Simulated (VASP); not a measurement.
Set up this calculation in VASP 6.6.1, as the native input.

- Task: single point
- Functional: PBEsol
- Potentials or basis: VASP PAW PBE potentials, release 64 (In_d)
- Cutoff: 520 eV
- k mesh: 13 × 13 × 7
- Occupations: fermi-dirac, width 0.08 eV
- Spin: no spin polarisation
- Dipole correction: no
- Further INCAR settings: ALGO = Normal; EDIFF = 1e-07; NBANDS = 20

The structure of In lies in POSCAR:

```
In
1.0
    3.3318997307      0.0000000000      0.0000000000
   -1.6659498654      2.8855098097      0.0000000000
    0.0000000000      0.0000000000      5.2552355820
In
2
Direct
    0.3333333333      0.6666666667      0.2500000000
    0.6666666667      0.3333333333      0.7500000000
```

One way to write it, as run:

INCAR

```
SYSTEM = In
PREC = Accurate
ENCUT = 520
EDIFF = 1E-7
ISMEAR = -1
SIGMA = 0.08
LREAL = .False.
LASPH = .True.
NELM = 60
ALGO = Normal
ISIF = 2
LWAVE = .False.
LCHARG = .False.
GGA = PS
NBANDS = 20
```

KPOINTS

```
Automatic mesh
0
Gamma
  13 13 7
  0 0 0
```

Potentials or basis: VASP PAW PBE potentials, release 64 (In_d).

The run is started by

```bash
$ cat potpaw_PBE.64/In_d/POTCAR > POTCAR
$ mpirun -np 1 vasp_std > vasp.out
```

It gave:

| Property | Result |
| --- | --- |
| Pressure | 0.9 GPa |
| Band gap on the k mesh | zero (band 13 reaches 10.89 eV, above the bottom of band 14 at 5.53 eV) |

Caveat: the PAW data sets were made with another functional, which shifts forces and pressure a little; spin-orbit coupling is left out, which moves the levels of the heavy elements.

It took 100 s on 1 thread of Intel(R) Xeon(R) Platinum 8259CL CPU @ 2.50GHz (Skylake/Cascade Lake), on a shared host, peak memory 0.22 GiB.
